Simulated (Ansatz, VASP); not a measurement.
**CsRuO4 in VASP and in Ansatz**

Contents of INCAR:

```
  ALGO = Normal
  EDIFF = 1E-7
  ENCUT = 520
  GGA = PE
  ISIF = 2
  ISMEAR = 0
  LASPH = True
  LCHARG = True
  LELF = True
  LREAL = False
  LVHAR = True
  LWAVE = False
  NBANDS = 32
  NELM = 80
  PREC = Accurate
  SIGMA = 0.0439
```

Contents of KPOINTS:

```
k-points
0
Gamma
  4 4 4
```

File POSCAR:

```
CsRuO4
1.0
    0.0000000000      3.7096310000      3.7096310000
    3.7096310000      0.0000000000      3.7096310000
    3.7096310000      3.7096310000      0.0000000000
Cs Ru O
1 1 4
Direct
    0.5000000000      0.5000000000      0.5000000000
    0.0000000000      0.0000000000      0.0000000000
    0.1270000000      0.1270000000      0.1270000000
    0.6190000000      0.1270000000      0.1270000000
    0.1270000000      0.1270000000      0.6190000000
    0.1270000000      0.6190000000      0.1270000000
```

Input for Ansatz:

```yaml
crystal:
  lattice:
    - [0.0, 3.709631, 3.709631]
    - [3.709631, 0.0, 3.709631]
    - [3.709631, 3.709631, 0.0]
  atoms:
    - { symbol: Cs, position: [0.5, 0.5, 0.5] }
    - { symbol: Ru, position: [0.0, 0.0, 0.0] }
    - { symbol: O, position: [0.127, 0.127, 0.127] }
    - { symbol: O, position: [0.619, 0.127, 0.127] }
    - { symbol: O, position: [0.127, 0.127, 0.619] }
    - { symbol: O, position: [0.127, 0.619, 0.127] }
  symmetry: { tolerance: 0.0003 }
kpoints:
  mp_grid: { grid: [4, 4, 4], shift: [0, 0, 0] }
magnetization:
  spin_polarized: false
scf:
  occupations: { method: gaussian, width: 0.0439 }
hamiltonian:
  pseudopotentials: { kind: paw }
  xc: pbe
basis:
  ecutwfc: 420
output:
  forces: true
  stress: true
  eigenvalues: true
  write_density: true
  write_potential: true
  elf: true
  volumetric_format: npy
```

Alike in both runs: task single point; functional PBE; k mesh 4 × 4 × 4; occupations gaussian, width 0.0439 eV; no spin polarisation.

|  | VASP | Ansatz |
| --- | --- | --- |
| version | VASP 6.6.1 | Ansatz 0.2.0 |
| potentials or method | VASP PAW PBE potentials, release 64 (Cs_sv, Ru_pv, O), cutoff 520 eV | PAW plane waves |
| valence electrons in the cell | 47 | 49 |

Ansatz gave:

| Item | Value |
| --- | --- |
| gap on the k mesh at the Fermi level (eV) | none |
| rms of the force components (eV/Å) | 2.722 |

Q: Estimate VASP's values.

A: gap on the k mesh at the Fermi level (eV): none; rms of the force components (eV/Å): 2.769.

Atom by atom the forces differ by 0.047 eV/Å (rms over components). A gap of «none» marks a metal or a gap that the smearing closes. The functional is the same, so the differences come from potentials, cutoffs and numerics. VASP's potentials hold 47 valence electrons a cell and Ansatz's 49, so a difference there can come from the potentials and not from the codes.

The k mesh is coarse, so the values compare programs but aren't converged. Neither program's run includes spin-orbit coupling.
